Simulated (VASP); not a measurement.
# BN (P6_3/mmc) in VASP: a series of runs, part 2 of 2

VASP 6.6.1. The steps go on from the part before.

### Step 3. Single point, r2SCAN (strain +0.000 along x and y, +0.050 along z)

POSCAR

```
BN
1.0
    2.5039917043      0.0000000000      0.0000000000
   -1.2519958522      2.1685204268      0.0000000000
    0.0000000000      0.0000000000      6.9942600000
B N
2 2
Direct
    0.3333333333      0.6666666667      0.2500000000
    0.6666666667      0.3333333333      0.7500000000
    0.3333333333      0.6666666667      0.7500000000
    0.6666666667      0.3333333333      0.2500000000
```

INCAR.step1

```
SYSTEM = BN
  PREC = Accurate
  ENCUT = 520
  ISMEAR = 0
  SIGMA = 0.05
  LREAL = .False.
  LASPH = .True.
  NELM = 60
  NBANDS = 16
  GGA = PE
  ALGO = Normal
  EDIFF = 1E-4
  LWAVE = .True.
  LCHARG = .False.
```

INCAR.step2

```
SYSTEM = BN
  PREC = Accurate
  ENCUT = 520
  EDIFF = 1E-6
  ISMEAR = 0
  SIGMA = 0.05
  LREAL = .False.
  LASPH = .True.
  NELM = 60
  ALGO = Normal
  ISIF = 2
  LWAVE = .False.
  LCHARG = .True.
  METAGGA = R2SCAN
  LMIXTAU = .True.
  LELF = .True.
  LVHAR = .True.
  NBANDS = 16
  ISTART = 1
```

KPOINTS

```
regular mesh
0
Gamma
  12 12 4
  0 0 0
```

Potentials or basis: VASP PAW PBE potentials, release 64 (B, N).

Started as:

```bash
$ cat potpaw_PBE.64/B/POTCAR potpaw_PBE.64/N/POTCAR > POTCAR
$ cp INCAR.step1 INCAR
$ mpirun -np 1 vasp_std > vasp.out
$ cp INCAR.step2 INCAR
$ mpirun -np 1 vasp_std > vasp.out
```

OUTCAR:

```text
SYSTEM = BN
   PREC = Accurate
   ENCUT = 520
   EDIFF = 1E-6
   ISMEAR = 0
   LREAL = .False.
   LASPH = .True.
   NELM = 60
   ISIF = 2
   METAGGA = R2SCAN
   ISTART = 1

 ion  position               nearest neighbor table
   1  0.333  0.667  0.250-   4 1.45   4 1.45   4 1.45
   2  0.667  0.333  0.750-   3 1.45   3 1.45   3 1.45
   3  0.333  0.667  0.750-   2 1.45   2 1.45   2 1.45
   4  0.667  0.333  0.250-   1 1.45   1 1.45   1 1.45

  LATTYP: Found a hexagonal cell.
 ALAT       =     2.5039917043
 C/A-ratio  =     2.7932440782

  Lattice vectors:

 A1 = (   2.5039917043,   0.0000000000,   0.0000000000)
 A2 = (  -1.2519958522,   2.1685204268,   0.0000000000)
 A3 = (   0.0000000000,   0.0000000000,   6.9942600000)

Analysis of symmetry for initial positions (statically):
=====================================================================
 Subroutine PRICEL returns:
 Original cell was already a primitive cell.

 Routine SETGRP: Setting up the symmetry group for a
 hexagonal supercell.

 Subroutine GETGRP returns: Found 24 space group operations
 (whereof 12 operations were pure point group operations)
 out of a pool of 24 trial point group operations.
[... 166 lines left out ...]
  free energy    TOTEN  =       -38.59571739 eV

  energy without entropy =      -38.59571739  energy(sigma->0) =      -38.59571739

 E-fermi :   1.8352     XC(G=0): -10.3865

 val. band max:        1.6051286199   @ k =   0.3333   0.3333   0.5000
 cond. band min:       6.5502139341   @ k =   0.5000   0.0000   0.0000
 fundamental gap:      4.9450853141
 Fermi energy:         1.8351897675

 k-point     1 :       0.0000    0.0000    0.0000
  band No.  band energies     occupation
      1     -17.1452      2.00000
      2     -16.9521      2.00000
      3      -4.5617      2.00000
      4      -2.8674      2.00000
      5       0.2508      2.00000
      6       0.2508      2.00000
[... 433 lines left out ...]
      3      -5.5642      2.00000
      4      -5.5288      2.00000
      5      -2.0932      2.00000
      6      -2.0657      2.00000
[... 8 lines left out ...]
     15      19.1344      0.00000
     16      21.1309      0.00000

 [... further k-points ...]
[... 5 lines left out ...]
  --------------------------------------------------------------------------------------
  -------------------------------------------------------------------------------------
  Total       -0.1462024     -0.1462024     -0.1330635      0.0000000      0.0000000      0.0000000
  in kB       -6.1677506     -6.1677506     -5.6134711      0.0000000      0.0000000      0.0000000
  external PRESSURE =      -5.9829908 kB  Pullay stress =       0.0000000 kB

 VOLUME and BASIS-vectors are now :
 -----------------------------------------------------------------------------
  energy-cutoff  :      520.00
  volume of cell :       37.98
      direct lattice vectors                 reciprocal lattice vectors
     2.503991704  0.000000000  0.000000000     0.399362345  0.230571958  0.000000000
    -1.251995852  2.168520427  0.000000000     0.000000000  0.461143915  0.000000000
     0.000000000  0.000000000  6.994260000     0.000000000  0.000000000  0.142974382

 POSITION                                       TOTAL-FORCE (eV/Angst)
 -----------------------------------------------------------------------------------
     -0.00000      1.44568      1.74856        -0.000000      0.000000      0.000000
      1.25200      0.72284      5.24569         0.000000     -0.000000      0.000000
     -0.00000      1.44568      5.24569        -0.000000      0.000000      0.000000
      1.25200      0.72284      1.74856         0.000000     -0.000000     -0.000000
 -----------------------------------------------------------------------------------
    total drift:                               -0.000000      0.000000      0.000000

  FREE ENERGIE OF THE ION-ELECTRON SYSTEM (eV)
  ---------------------------------------------------
  free  energy   TOTEN  =       -38.5957173900 eV

  energy  without entropy=      -38.5957173900  energy(sigma->0) =      -38.59571739
```

OUTCAR.step1:

```text
SYSTEM = BN
   PREC = Accurate
   ENCUT = 520
   ISMEAR = 0
   LREAL = .False.
   LASPH = .True.
   NELM = 60
[... 687 lines left out ...]
      1.25200      0.72284      5.24569         0.000000      0.000000      0.000000
     -0.00000      1.44568      5.24569        -0.000000      0.000000      0.000000
      1.25200      0.72284      1.74856         0.000000     -0.000000      0.000000
 -----------------------------------------------------------------------------------
    total drift:                               -0.000000      0.000000      0.000000

  FREE ENERGIE OF THE ION-ELECTRON SYSTEM (eV)
  ---------------------------------------------------
  free  energy   TOTEN  =       -35.1792651095 eV

  energy  without entropy=      -35.1792651095  energy(sigma->0) =      -35.17926511
```

OSZICAR.step1:

```text
N       E                     dE             d eps       ncg     rms          rms(c)
DAV:   1     0.524838628245E+02    0.52484E+02   -0.78921E+03  1824   0.919E+02
DAV:   2    -0.352636676378E+02   -0.87748E+02   -0.80141E+02  2544   0.220E+02
DAV:   3    -0.387820384735E+02   -0.35184E+01   -0.35041E+01  2384   0.436E+01
DAV:   4    -0.388063456808E+02   -0.24307E-01   -0.24300E-01  2280   0.404E+00
DAV:   5    -0.388065962618E+02   -0.25058E-03   -0.25058E-03  2400   0.388E-01    0.113E+01
DAV:   6    -0.355523100391E+02    0.32543E+01   -0.53351E+00  2352   0.176E+01    0.506E+00
DAV:   7    -0.352625658323E+02    0.28974E+00   -0.57911E-01  2440   0.548E+00    0.317E+00
DAV:   8    -0.351826698884E+02    0.79896E-01   -0.25046E-01  2336   0.332E+00    0.482E-01
DAV:   9    -0.351780045454E+02    0.46653E-02   -0.16009E-02  2080   0.102E+00    0.198E-01
DAV:  10    -0.351791225581E+02   -0.11180E-02   -0.14122E-03  2096   0.289E-01    0.353E-02
DAV:  11    -0.351792500634E+02   -0.12751E-03   -0.10506E-04  2032   0.829E-02    0.249E-02
DAV:  12    -0.351792651095E+02   -0.15046E-04   -0.26824E-05  1496   0.399E-02
   1 F= -.35179265E+02 E0= -.35179265E+02  d E =-.571717E-19
```

Wall time 3 min (1 thread of Intel Xeon 8259CL, shared host); peak memory 0.17 GiB.

Results:

```
Free energy            : -38.5957 eV
Pressure               : -0.6 GPa
Band gap on the k mesh : 4.95 eV (least direct gap 5.37 eV)
```

Levels at points of the mesh, in eV from the valence-band top:
```tsv
k point	band 4	band 5	band 6	band 7	band 8	band 9	band 10	band 11	band 12	band 13
(0.00, 0.00, 0.00)	-4.47	-1.35	-1.35	-1.33	-1.33	5.29	10.36	12.32	12.32	12.40
(0.50, 0.00, 0.00)	-9.21	-4.28	-4.24	-1.30	-0.54	4.95	6.12	10.17	10.70	13.03
(0.00, 0.00, 0.50)	-5.41	-1.34	-1.34	-1.34	-1.34	7.49	7.49	12.36	12.36	12.36
(0.50, 0.00, 0.50)	-9.23	-4.26	-4.26	-0.91	-0.91	5.36	5.36	10.59	10.59	14.00
```

Caveat: the cell differs from its parent crystal (strain +0.000 along x and y, +0.050 along z); the PAW data sets were made with another functional, which shifts forces and pressure a little.
